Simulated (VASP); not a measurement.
Wanted: the native input for a VASP 6.6.1 run.

| Quantity | Value |
| --- | --- |
| Task | single point |
| Functional | PBE |
| Potentials or basis | VASP PAW PBE potentials, release 64 (Li_sv, Tm_3, H), 4f in core |
| Cutoff | 750 eV |
| k mesh | 4 × 4 × 4 |
| Occupations | gaussian, width 0.15 eV |
| Spin | no spin polarisation |
| Dipole correction | no |
| Further INCAR settings | ALGO = Normal; EDIFF = 1e-06; NBANDS = 17 |

The structure of LiTmH4 lies in POSCAR:

```
LiTmH4
1.0
   -2.7242708968      3.2953602656      2.7291244721
    2.7242708968     -3.2953602656      2.7291244721
    2.7242708968      3.2953602656     -2.7291244721
Li Tm H
1 1 4
Direct
    0.5000000000      0.0000000000      0.5000000000
    0.0000000000      0.0000000000      0.0000000000
    0.7354851122      1.0006180314      0.2651329191
    0.2645148878      0.5296478069      0.2651329191
    0.7354851122      0.4703521931      0.7348670809
    0.2645148878     -0.0006180314      0.7348670809
```

The cell was generated, and may not be a known phase.

These files were run (other wordings do the same):

INCAR

```
SYSTEM = LiTmH4
PREC     = Accurate       ! precision mode
ENCUT    = 750            ! plane-wave cutoff, eV
EDIFF    = 1E-6           ! SCF threshold, eV
ISMEAR   = 0              ! smearing method
SIGMA    = 0.15           ! smearing width, eV
LREAL    = .False.        ! projectors in reciprocal space
LASPH    = .True.         ! aspherical terms in the spheres
NELM     = 200            ! most SCF steps
ALGO     = Normal         ! electronic algorithm
ISIF     = 2              ! what is computed and relaxed
LWAVE    = .False.        ! write WAVECAR
LCHARG   = .False.        ! write CHGCAR
GGA      = PE             ! functional
NBANDS   = 17             ! bands
GGA_COMPAT= .False.      
LMAXMIX  = 6              ! l up to which the mixer works
```

KPOINTS

```
regular mesh
0
Gamma
  4 4 4
  0 0 0
```

Potentials or basis: VASP PAW PBE potentials, release 64 (Li_sv, Tm_3, H), 4f in core.

The run is started by

```console
$ cat potpaw_PBE.64/Li_sv/POTCAR potpaw_PBE.64/Tm_3/POTCAR potpaw_PBE.64/H/POTCAR > POTCAR
$ mpirun -np 1 vasp_std > vasp.out
```

It gave:

```
Pressure               : 0.3 GPa
Largest force          : 0.050 eV/Å
Band gap on the k mesh : 0.74 eV (least direct gap 0.86 eV)
```

Caveat: spin-orbit coupling is left out, which moves the levels of the heavy elements; the 4f electrons are frozen in the core, so they carry no moment and show no levels.

Run time: 41 s on 1 thread of Intel(R) Xeon(R) 6975P-C (Granite Rapids), on a shared host, peak memory 0.35 GiB.
